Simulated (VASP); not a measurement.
# SiF (P-3m1) in VASP: relaxation of shape and atoms at fixed volume with PBE

Aim: the relaxation of shape and atoms at fixed volume of SiF with PBE.

All numbers are computed with VASP 6.6.1; they aren't measurements. Logs are shortened: lines on timing, memory, paths and dates and some standing lists are left out, and cuts for length are marked.

### 1 The cell of the first run

It takes space group P-3m1 (No. 164, trigonal). Conventional cell: a = 4.024 Å, b = 4.024 Å, c = 6.705 Å, α = 90.00°, β = 90.00°, γ = 120.00°. Within 2.2 Å of Si (site symmetry 3m) lie 1 F at 1.65 Å. Within 2.2 Å of F (site symmetry 3m) lie 1 Si at 1.65 Å.

### 2 Relaxation of shape and atoms at fixed volume, PBE (23.51 Å³/atom)

File INCAR:

```
PREC     = Accurate       # precision mode
ENCUT    = 600            # plane-wave cutoff, eV
EDIFF    = 1E-7           # SCF threshold, eV
ISMEAR   = 0              # smearing method
SIGMA    = 0.02           # smearing width, eV
LREAL    = F              # projectors in reciprocal space
LASPH    = T              # aspherical terms in the spheres
NELM     = 100            # most SCF steps
ALGO     = Normal         # electronic algorithm
ISIF     = 4              # what is computed and relaxed
LWAVE    = F              # write WAVECAR
LCHARG   = F              # write CHGCAR
GGA      = PE             # functional
IBRION   = 2              # ionic algorithm
NSW      = 50             # ionic steps
EDIFFG   = -0.01          # ionic threshold
```

File KPOINTS:

```
regular mesh
0
Gamma
  12 12 6
```

File POSCAR:

```
SiF
1.0
    4.0243053896      0.0000000000      0.0000000000
   -2.0121526948      3.4851507000      0.0000000000
    0.0000000000      0.0000000000      6.7048845843
Si F
2 2
Direct
    0.6666666667      0.3333333333      0.9472809920
    0.3333333333      0.6666666667      0.0527190080
    0.6666666667      0.3333333333      0.7014628888
    0.3333333333      0.6666666667      0.2985371112
```

Potentials or basis: VASP PAW PBE potentials, release 64 (Si, F).

Run with:

```
> cat potpaw_PBE.64/Si/POTCAR potpaw_PBE.64/F/POTCAR > POTCAR
> mpirun -np 1 vasp_std > vasp.out
```

OUTCAR:

```text
PREC = Accurate
   ENCUT = 600
   EDIFF = 1E-7
   ISMEAR = 0
   LREAL = F
   LASPH = T
   NELM = 100
   ISIF = 4
   GGA = PE
   IBRION = 2
   NSW = 50
   EDIFFG = -0.01

 ion  position               nearest neighbor table
   1  0.667  0.333  0.947-   3 1.65   2 2.43   2 2.43   2 2.43
   2  0.333  0.667  0.053-   4 1.65   1 2.43   1 2.43   1 2.43
   3  0.667  0.333  0.701-   1 1.65
   4  0.333  0.667  0.299-   2 1.65

  LATTYP: Found a hexagonal cell.
 ALAT       =     4.0243053896
 C/A-ratio  =     1.6660973597

  Lattice vectors:

 A1 = (   4.0243053896,   0.0000000000,   0.0000000000)
 A2 = (  -2.0121526948,   3.4851507000,   0.0000000000)
 A3 = (   0.0000000000,   0.0000000000,   6.7048845843)

Analysis of symmetry for initial positions (statically):
=====================================================================
 Subroutine PRICEL returns:
 Original cell was already a primitive cell.

 Routine SETGRP: Setting up the symmetry group for a
 hexagonal supercell.

 Subroutine GETGRP returns: Found 12 space group operations
 (whereof 12 operations were pure point group operations)
 out of a pool of 24 trial point group operations.

The static configuration has the point symmetry D_3d.

Analysis of symmetry for dynamics (positions and initial velocities):
=====================================================================
 Subroutine PRICEL returns:
 Original cell was already a primitive cell.

 Routine SETGRP: Setting up the symmetry group for a
 hexagonal supercell.

 Subroutine GETGRP returns: Found 12 space group operations
 (whereof 12 operations were pure point group operations)
 out of a pool of 24 trial point group operations.

The dynamic configuration has the point symmetry D_3d.

 Subroutine INISYM returns: Found 12 space group operations
 (whereof 12 operations are pure point group operations),
 and found     1 'primitive' translations

----------------------------------------------------------------------------------------

                                     Primitive cell

  volume of cell :      94.0381

  direct lattice vectors                    reciprocal lattice vectors
     4.024305390  0.000000000  0.000000000     0.248490088  0.143465819  0.000000000
    -2.012152695  3.485150700  0.000000000     0.000000000  0.286931638  0.000000000
     0.000000000  0.000000000  6.704884584     0.000000000  0.000000000  0.149144998

  length of vectors
     4.024305390  4.024305390  6.704884584     0.286931638  0.286931638  0.149144998

  position of ions in fractional coordinates (direct lattice)
     0.666666667  0.333333333  0.947280992
     0.333333333  0.666666667  0.052719008
     0.666666667  0.333333333  0.701462889
     0.333333333  0.666666667  0.298537111

  ion indices of the primitive-cell ions
   primitive index   ion index
                 1           1
                 2           2
                 3           3
                 4           4

----------------------------------------------------------------------------------------

 KPOINTS: regular mesh

Automatic generation of k-mesh.
 Grid dimensions read from file:
 generate k-points for:   12   12    6

 Generating k-lattice:

  Cartesian coordinates                     Fractional coordinates (reciprocal lattice)
     0.020707507  0.011955485  0.000000000     0.083333333  0.000000000  0.000000000
     0.000000000  0.023910970  0.000000000     0.000000000  0.083333333  0.000000000
     0.000000000  0.000000000  0.024857500     0.000000000  0.000000000  0.166666667

  Length of vectors
     0.023910970  0.023910970  0.024857500

  Shift w.r.t. Gamma in fractional coordinates (k-lattice)
     0.000000000  0.000000000  0.000000000

 Subroutine IBZKPT returns following result:
 ===========================================

 Found    100 irreducible k-points:

 Following reciprocal coordinates:
            Coordinates               Weight
  0.000000  0.000000  0.000000      1.000000
  0.083333  0.000000  0.000000      6.000000
  0.166667  0.000000  0.000000      6.000000
  0.250000  0.000000  0.000000      6.000000
  0.333333  0.000000  0.000000      6.000000
  0.416667  0.000000  0.000000      6.000000
[... 16 lines left out ...]
  0.166667  0.000000  0.166667      6.000000
  0.000000  0.166667  0.166667      6.000000
 [... further k-points ...]
   k-points           NKPTS =    100   k-points in BZ     NKDIM =    100   number of bands    NBANDS=     15
   number of dos      NEDOS =    301   number of ions     NIONS =      4
   total plane-waves  NPLWV =  55296
   dimension x,y,z NGX =    32 NGY =   32 NGZ =   54
   dimension x,y,z NGXF=    64 NGYF=   64 NGZF=  108
   ions per type =               2   2
   NGX,Y,Z   is equivalent  to a cutoff of  13.22, 13.22, 13.39 a.u.
   NGXF,Y,Z  is equivalent  to a cutoff of  26.44, 26.44, 26.78 a.u.
 SYSTEM =  unknown system
   PREC   = accura    normal or accurate (medium, high low for compatibility)
   ISTART =      0    job   : 0-new  1-cont  2-samecut
   ICHARG =      2    charge: 1-file 2-atom 10-const
   ISPIN  =      1    spin polarized calculation?
   LNONCOLLINEAR =      F non collinear calculations
   LSORBIT =      F    spin-orbit coupling
   LASPH  =      T    aspherical Exc in radial PAW
   ENCUT  =  600.0 eV  44.10 Ry    6.64 a.u.   8.04  8.04 13.39*2*pi/ulx,y,z
   NELM   =    100;   NELMIN=  2; NELMDL= -5     # of ELM steps
   EDIFF  = 0.1E-06   stopping-criterion for ELM
   LREAL  =      F    real-space projection
   EDIFFG = -.1E-01   stopping-criterion for IOM
   NSW    =     50    number of steps for IOM
   IBRION =      2    ionic relax: 0-MD 1-quasi-New 2-CG
   NFREE  =      1    steps in history (QN), initial steepest desc. (CG)
   ISIF   =      4    stress and relaxation
   ISYM   =      2    0-nonsym 1-usesym 2-fastsym
   POTIM  = 0.5000    time-step for ionic-motion
   TEBEG  =    0.0;   TEEND  =   0.0 temperature during run
   PSTRESS=    0.0 pullay stress
   NELECT =      22.0000    total number of electrons
   NUPDOWN=      -1.0000    fix difference up-down
   EMIN   =  10.00;   EMAX   =-10.00  energy-range for DOS
   EFERMI =   0.00;   METHOD = LEGACY
   ISMEAR =     0;   SIGMA  =   0.02  broadening in eV -4-tet -1-fermi 0-gaus
   EFERMI_NEDOS =   21; number of points for ismear=-14 and -15
   IALGO  =     38    algorithm
   IMIX   =      4    mixing-type and parameters
     AMIX     =   0.40;   BMIX     =  1.00
     AMIX_MAG =   1.60;   BMIX_MAG =  1.00
  volume/ion in A,a.u.               =      23.51       158.65
  Fermi-wavevector in a.u.,A,eV,Ry     =   1.008744  1.906250 13.844815  1.017565
  Thomas-Fermi vector in A             =   2.141630
   LORBIT       =      0    0 simple, 1 ext, 2 COOP (PROOUT), +10 PAW based schemes
   GGA     = PE    functional components
   LHFCALC =     F    Hartree Fock is set to
   AEXX    =    0.0000 exact exchange contribution
   IVDW    =     0    specifies the selected vdW correction
   LEPSILON=     F    determine dielectric tensor
   LRPA    =     F    only Hartree local field effects (RPA)
 conjugate gradient relaxation of ions
 non-spin polarized calculation
 Gauss-broadening in eV      SIGMA  =   0.02
  energy-cutoff  :      600.00
  volume of cell :       94.04
 maximum number of plane-waves:      3160
   NGX = 17   NGY = 17   NGZ = 27

--------------------------------------- Ionic step        1  -------------------------------------------

 number of electron      21.9999991 magnetization

 Free energy of the ion-electron system (eV)
  ---------------------------------------------------
  ext. energy  EPLUGINS =         0.00000000
  ---------------------------------------------------
  free energy    TOTEN  =       -21.21050153 eV

  energy without entropy =      -21.21050153  energy(sigma->0) =      -21.21050153

------------------------ aborting loop because EDIFF is reached ----------------------------------------

  FORCE on cell =-STRESS in cart. coord.  units (eV):
  Direction    XX          YY          ZZ          XY          YZ          ZX
  --------------------------------------------------------------------------------------
  -------------------------------------------------------------------------------------
  Total       -0.9825184     -0.9825184     -1.7827614      0.0000000     -0.0000000      0.0000000
  in kB      -16.7396922    -16.7396922    -30.3738614      0.0000000     -0.0000000      0.0000000
  external PRESSURE =     -21.2844152 kB  Pullay stress =       0.0000000 kB
[... 95 lines left out ...]
  FREE ENERGIE OF THE ION-ELECTRON SYSTEM (eV)
  ---------------------------------------------------
  free  energy   TOTEN  =       -21.2141647983 eV

  energy  without entropy=      -21.2141647983  energy(sigma->0) =      -21.21416480

[... ionic steps 4 to 8 ...]

--------------------------------------- Ionic step        9  -------------------------------------------

 number of electron      22.0000000 magnetization

------------------------ aborting loop because EDIFF is reached ----------------------------------------
[... 71 lines left out ...]
--------------------------------------- Ionic step       11  -------------------------------------------

 number of electron      22.0000000 magnetization

 Free energy of the ion-electron system (eV)
  ---------------------------------------------------
  ext. energy  EPLUGINS =         0.00000000
  ---------------------------------------------------
  free energy    TOTEN  =       -21.22777486 eV

  energy without entropy =      -21.22777486  energy(sigma->0) =      -21.22777486

 E-fermi :   0.3930     XC(G=0):  -7.0480

 val. band max:        0.2244052499   @ k =   0.0000   0.0000   0.5000
 cond. band min:       0.8492355827   @ k =   0.0000   0.0000   0.5000
 fundamental gap:      0.6248303328
 Fermi energy:         0.3929592444

 k-point     1 :       0.0000    0.0000    0.0000
  band No.  band energies     occupation
      1     -24.1009      2.00000
      2     -24.0647      2.00000
      3      -9.9483      2.00000
      4      -6.8119      2.00000
      5      -5.5097      2.00000
      6      -4.8339      2.00000
      7      -4.8339      2.00000
      8      -4.6585      2.00000
      9      -4.6585      2.00000
     10       0.2217      2.00000
     11       0.2217      2.00000
     12       1.0084      0.00000
     13       3.9406      0.00000
     14       3.9406      0.00000
[... 401 lines left out ...]
      2     -24.0645      2.00000
      3      -9.7040      2.00000
      4      -6.8827      2.00000
      5      -5.5246      2.00000
      6      -5.0061      2.00000
      7      -4.8839      2.00000
      8      -4.6713      2.00000
      9      -4.6200      2.00000
     10      -1.2977      2.00000
     11      -0.1659      2.00000
     12       1.6272      0.00000
     13       3.4629      0.00000
     14       4.9462      0.00000
     15       5.3551      0.00000

 [... further k-points ...]

------------------------ aborting loop because EDIFF is reached ----------------------------------------

  FORCE on cell =-STRESS in cart. coord.  units (eV):
  Direction    XX          YY          ZZ          XY          YZ          ZX
  --------------------------------------------------------------------------------------
  -------------------------------------------------------------------------------------
  Total       -0.1838076     -0.1838076     -0.1757251      0.0000000      0.0000000      0.0000000
  in kB       -3.1316294     -3.1316294     -2.9939229      0.0000000      0.0000000      0.0000000
  external PRESSURE =      -3.0857272 kB  Pullay stress =       0.0000000 kB
[... 19 lines left out ...]
  FREE ENERGIE OF THE ION-ELECTRON SYSTEM (eV)
  ---------------------------------------------------
  free  energy   TOTEN  =       -21.2277748623 eV

  energy  without entropy=      -21.2277748623  energy(sigma->0) =      -21.22777486

 reached required accuracy - stopping structural energy minimisation
```

It took 27 min on 1 thread of Intel Xeon 8259CL, shared host; peak memory 0.33 GiB.

What came out:

```yaml
Free_energy: -21.2278 eV
Energy_gained_by_relaxing: 4.3 meV/atom
Ionic_steps: 11
Pressure_after_relaxing: -0.3 GPa
Largest_force_after_relaxing: 0.007 eV/Å
Band_gap_on_the_k_mesh: 0.62 eV
```

Forces in eV/Å, atoms in the order of the input:
```
Si   0.000  0.000 -0.001
Si   0.000  0.000  0.001
F    0.000  0.000 -0.007
F    0.000  0.000  0.007
```

Step by step:
| step | energy change (eV) | largest force (eV/Å) | pressure (GPa) | volume (Å³) |
| --- | --- | --- | --- | --- |
| 1 | 0.0000 | 0.4191 | -2.13 | 94.04 |
| 2 | 0.0172 | 0.9441 | -0.27 | 94.04 |
| 3 | -0.0037 | 0.1582 | -1.62 | 94.04 |
| 4 | -0.0068 | 0.0893 | -1.45 | 94.04 |
| 5 | -0.0101 | 0.1045 | -1.04 | 94.04 |
| 6 | -0.0131 | 0.0626 | -0.82 | 94.04 |
| 7 | -0.0169 | 0.1016 | -0.17 | 94.04 |
| 8 | -0.0078 | 0.4967 | -0.86 | 94.04 |
| 9 | -0.0172 | 0.0232 | -0.29 | 94.04 |
| 10 | -0.0172 | 0.0213 | -0.29 | 94.04 |
| 11 | -0.0173 | 0.0071 | -0.31 | 94.04 |

Final structure:
```cif
data_structure
_symmetry_space_group_name_H-M 'P 1'
_symmetry_Int_Tables_number 1
_cell_length_a 3.9725
_cell_length_b 3.9725
_cell_length_c 6.8810
_cell_angle_alpha 90.000
_cell_angle_beta 90.000
_cell_angle_gamma 120.000
_cell_volume 94.04
loop_
_atom_site_label
_atom_site_type_symbol
_atom_site_fract_x
_atom_site_fract_y
_atom_site_fract_z
_atom_site_occupancy
Si1 Si 0.66667 0.33333 0.94943 1
Si2 Si 0.33333 0.66667 0.05057 1
F1 F 0.66667 0.33333 0.71191 1
F2 F 0.33333 0.66667 0.28809 1
```

Levels at points of the mesh, in eV from the valence-band top:
| k point | band 7 | band 8 | band 9 | band 10 | band 11 | band 12 | band 13 | band 14 | band 15 |
| --- | --- | --- | --- | --- | --- | --- | --- | --- | --- |
| (0.00, 0.00, 0.00) | -5.06 | -4.88 | -4.88 | 0.00 | 0.00 | 0.78 | 3.72 | 3.72 | 3.80 |
| (0.50, 0.00, 0.00) | -5.27 | -4.92 | -4.54 | -3.82 | -1.10 | 1.72 | 3.97 | 4.72 | 8.18 |
| (0.00, 0.00, 0.50) | -5.04 | -4.91 | -4.91 | 0.00 | 0.00 | 0.62 | 3.52 | 3.71 | 3.71 |
| (0.50, 0.00, 0.50) | -5.23 | -4.97 | -4.63 | -3.87 | -1.09 | 1.71 | 3.85 | 4.68 | 8.18 |

Caveat: semilocal functionals underestimate gaps, and a narrow one can read as zero. A k mesh can miss the band edges.
